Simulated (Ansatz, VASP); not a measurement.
## MgO in VASP and in Ansatz

Contents of INCAR:

```
SYSTEM = MgO
PREC = Accurate ; ENCUT = 520
EDIFF = 1E-6 ; ISMEAR = 0
SIGMA = 0.05 ; LREAL = .False.
LASPH = .True. ; NELM = 80
ALGO = Normal ; ISIF = 2
LWAVE = .False. ; LCHARG = .False.
GGA = PE ; NBANDS = 26
```

Contents of KPOINTS:

```
Automatic mesh
0
Gamma
  6 6 6
  0 0 0
```

POSCAR

```
MgO
1.0
    4.2703000000      0.0000000000      0.0000000000
    0.0000000000     -4.2703000000      0.0000000000
    0.0000000000      0.0000000000     -4.2703000000
Mg O
4 4
Direct
    0.0132469715      0.4867530285      0.5000000000
    0.5000000000      0.0000000000      0.5000000000
    0.5000000000      0.5000000000      0.0000000000
    0.0000000000      0.0000000000      0.0000000000
    0.5000000000      0.0000000000      0.0000000000
    0.0000000000      0.5000000000      0.0000000000
    0.0000000000      0.0000000000      0.5000000000
    0.5000000000      0.5000000000      0.5000000000
```

Input for Ansatz:

```yaml
crystal:
  lattice:
    - [4.2703, 0.0, 0.0]
    - [0.0, -4.2703, 0.0]
    - [0.0, 0.0, -4.2703]
  atoms:
    - { symbol: Mg, position: [0.0132469715, 0.4867530285, 0.5] }
    - { symbol: Mg, position: [0.5, 0.0, 0.5] }
    - { symbol: Mg, position: [0.5, 0.5, 0.0] }
    - { symbol: Mg, position: [0.0, 0.0, 0.0] }
    - { symbol: O, position: [0.5, 0.0, 0.0] }
    - { symbol: O, position: [0.0, 0.5, 0.0] }
    - { symbol: O, position: [0.0, 0.0, 0.5] }
    - { symbol: O, position: [0.5, 0.5, 0.5] }
basis:
  ecutwfc: 420
kpoints:
  mp_grid: { grid: [6, 6, 6] }
hamiltonian:
  xc: pbe
scf:
  occupations: { method: gaussian, width: 0.05 }
output:
  forces: true
  stress: true
  eigenvalues: true
```

Alike in both runs: task single point; functional PBE; k mesh 6 × 6 × 6; occupations gaussian, width 0.05 eV; no spin polarisation.

```csv
,VASP,Ansatz
version,VASP 6.6.1,Ansatz 0.2.0
potentials or method,"VASP PAW PBE potentials, release 64 (Mg, O), cutoff 520 eV","scalar-relativistic, plane waves, PAW"
valence electrons in the cell,32,64
```

|  | VASP | Ansatz | Ansatz less VASP |
| --- | --- | --- | --- |
| gap on the k mesh at the Fermi level (eV) | 4.33 | 4.35 | +0.017 |
| least direct gap on the mesh (eV) | 4.33 | 4.35 | +0.017 |
| pressure (GPa) | -2.3 | -1.5 | +0.79 |
| traceless stress, the component that is largest in VASP (GPa) | -0.15 | -0.15 | +0.001 |
| rms of the force components (eV/Å) | 0.159 | 0.158 | -0.0014 |

Atom by atom the forces differ by 0.002 eV/Å (rms over components). With one functional, cell and mesh, what is left measures potentials, basis and numerics. VASP's potentials hold 32 valence electrons a cell and Ansatz's 64, so a difference there can come from the potentials and not from the codes.
